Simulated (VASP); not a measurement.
A run of VASP 6.6.1:

INCAR

```
SYSTEM = TiAl
ALGO = Normal
EDIFF = 1E-6
ENCUT = 520
GGA = RE
ISIF = 2
ISMEAR = -1
LASPH = .True.
LCHARG = .True.
LELF = .True.
LREAL = .False.
LVHAR = .True.
LWAVE = .False.
NBANDS = 14
NELM = 100
PREC = Accurate
SIGMA = 0.05
```

The input KPOINTS:

```
k-points
0
Gamma
  11 11 6
  0 0 0
```

Contents of POSCAR:

```
TiAl
1.0
    2.9051766651      0.0000000000      0.0000000000
   -1.4525883325      2.5159567945      0.0000000000
    0.0000000000      0.0000000000      4.6593672622
Ti Al
1 1
Direct
    0.0000000000      0.0000000000      0.0000000000
    0.3333333333      0.6666666667      0.5000000000
```

Potentials or basis: VASP PAW PBE potentials, release 64 (Ti_sv, Al).

The run is started by

```sh
$ cat potpaw_PBE.64/Ti_sv/POTCAR potpaw_PBE.64/Al/POTCAR > POTCAR
$ mpirun -np 1 vasp_std > vasp.out
```

Hardware: 1 thread of Intel Xeon 8259CL, on a shared host.

How long does it take, and how much memory?

Run time: 37 s on 1 thread of Intel Xeon 8259CL, with other jobs on the host, peak memory 0.17 GiB. Counts: scf iterations 15, k points 64.
